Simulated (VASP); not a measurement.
SnSe (CsCl type): relaxation of cell and atoms with PBE

SnSe (CsCl type):

```
Sn Se
1.0
     3.24117    0.00000    0.00000
     0.00000    3.24117    0.00000
     0.00000    0.00000    3.24117
Sn Se
1 1
Direct
  0.00000 0.00000 0.00000
  0.50000 0.50000 0.50000
```

| Property | Result |
| --- | --- |
| Program | VASP 6.6.1 |
| Task | relaxation of cell and atoms |
| Functional | PBE |
| Potentials or basis | VASP PAW PBE potentials, release 64 (Sn_d, Se) |
| Cutoff | 600 eV |
| k mesh | 14 × 14 × 14 |
| Occupations | fermi-dirac, width 0.1 eV |
| Spin | no spin polarisation |
| Target pressure | 44 GPa |
| Dipole correction | no |
| Further INCAR settings | ALGO = Normal; EDIFF = 1e-06; IBRION = 2; EDIFFG = -0.005; NSW = 32; ISIF = 3 |

| Quantity | Value |
| --- | --- |
| Relaxed volume | 17.04 Å³/atom |
| Relaxed cell | a = 3.242 Å, b = 3.242 Å, c = 3.242 Å, α = 90.00°, β = 90.00°, γ = 90.00° |
| Space group after relaxing (to 0.1 Å) | Pm-3m (No. 221) |
| Energy change on relaxing (the run minimises the enthalpy) | -4.4 meV/atom |
| Ionic steps | 3 |
| Pressure after relaxing | 44.0 GPa |
| Band gap on the k mesh | zero (bands 10 and 11 overlap by 3.97 eV) |

The path:
```
step  energy change (eV)  largest force (eV/Å)  pressure (GPa)  volume (Å³)
   1              0.0000                0.0000           44.24        34.05
   2             -0.0350                0.0000           43.40        34.18
   3             -0.0089                0.0000           44.04        34.08
```

Final structure:
```xyz
2
Lattice="3.2422 0.0000 0.0000 0.0000 3.2422 0.0000 0.0000 0.0000 3.2422" Properties=species:S:1:pos:R:3 pbc="T T T"
Sn    0.0000    0.0000    0.0000
Se    1.6211    1.6211    1.6211
```

Levels at points of the mesh, in eV from the Fermi level:
| k point | band 6 | band 7 | band 8 | band 9 | band 10 | band 11 | band 12 | band 13 | band 14 |
| --- | --- | --- | --- | --- | --- | --- | --- | --- | --- |
| (0.00, 0.00, 0.00) | -17.40 | -4.70 | -3.45 | -3.45 | -3.45 | 3.12 | 3.12 | 8.98 | 8.98 |
| (0.50, 0.00, 0.00) | -15.37 | -11.41 | -1.31 | -1.31 | 0.24 | 1.86 | 3.17 | 3.17 | 4.88 |
| (0.50, 0.50, 0.00) | -13.54 | -8.20 | -8.20 | -7.11 | -0.72 | 5.13 | 5.13 | 6.45 | 6.84 |
| (0.50, 0.50, 0.50) | -12.77 | -5.19 | -5.19 | -5.19 | -3.76 | -2.93 | -2.93 | -2.93 | 18.49 |

Run time: 50 s on 1 thread of AMD EPYC 9R45 96-Core Processor (Zen 5), on a shared host, peak memory 0.19 GiB.

Caveat: the cell is relaxed towards a set pressure, so the run minimises the enthalpy, not the energy; spin-orbit coupling is left out, which moves the levels of the heavy elements.
